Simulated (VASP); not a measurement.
Write the native input for VASP 6.6.1 that does the following.

```yaml
Task: single point
Functional: PBE
Dispersion: D3(BJ)
Potentials_or_basis: VASP PAW PBE potentials, release 64 (N)
Cutoff: 520 eV
k_mesh: 1 × 1 × 1
Occupations: fermi-dirac, width 0.05 eV
Spin: no spin polarisation
Dipole_correction: no
Further_INCAR_settings: LREAL = Auto; ALGO = Normal; EDIFF = 1e-06; NBANDS = 78
```

The structure of N lies in POSCAR:

```
N
1.0
    8.8620950000      0.0000000000      0.0000000000
    0.0000000000      8.8620950000      0.0000000000
    0.0000000000      0.0000000000      8.8620950000
N
24
Direct
    0.2365580599      0.4322002867      0.3961140114
    0.2378444375      0.4082217579      0.2731521158
   -0.2004492166      0.9244879456      0.2245067335
   -0.1594092593      0.9286291785      0.3424246750
    0.8117267982      0.5694364594      0.4020832546
    0.7508946812      0.6249989421      0.4931001078
    0.1912414615      0.7743315774      0.5571707367
    0.1882060619      0.8989635069      0.5401431603
    0.7586919346      0.7892264752      0.8239135329
    0.7927470875      0.8816763982      0.7485137544
    0.3797296238      0.8028801316      0.2518027622
    0.4594060434      0.7546635417      0.3356768349
    0.8767904203      0.2593066312      0.7470694006
    0.9603485406      0.3336795645      0.8010859735
    0.9215653861      0.6086935426      1.0723875111
    0.8034330483      0.5879309576      1.0383436422
    0.5670442486      0.2859481872      0.3034271242
    0.6275039931      0.2896719117      0.1934869802
    0.4377068853      0.0874398209      0.5895671396
    0.5088638747      0.0450119300      0.4938110007
    0.3913183057      0.4110314773      0.7560740434
    0.4493407033      0.4257571150      0.6454568587
    0.2345269375      0.7324340351      0.9349143741
    0.2940501089      0.8410426654      0.9161490596
```

One way to write it, as run:

INCAR

```
SYSTEM = N
PREC = Accurate
ENCUT = 520
EDIFF = 1E-6
ISMEAR = -1
SIGMA = 0.05
LREAL = Auto
LASPH = .True.
NELM = 100
ALGO = Normal
ISIF = 2
LWAVE = .False.
LCHARG = .True.
GGA = PE
IVDW = 12
LELF = .True.
LVHAR = .True.
NBANDS = 78
```

KPOINTS

```
regular mesh
0
Gamma
  1 1 1
  0 0 0
```

Potentials or basis: VASP PAW PBE potentials, release 64 (N).

Run with:

```bash
$ cat potpaw_PBE.64/N/POTCAR > POTCAR
$ mpirun -np 1 vasp_gam > vasp.out
```

It gave:

* Pressure: 1.1 GPa
* Largest force: 4.114 eV/Å
* Band gap on the k mesh: 6.99 eV
* Dispersion energy per atom: -0.043 eV

Caveat: the k points lie up to 0.71 Å⁻¹ apart; the standard files for N, O and F lose accuracy on very short bonds.

Run time: 100 s on 1 thread of Intel(R) Xeon(R) Platinum 8375C CPU @ 2.90GHz (Ice Lake), with other jobs on the host, peak memory 0.63 GiB.
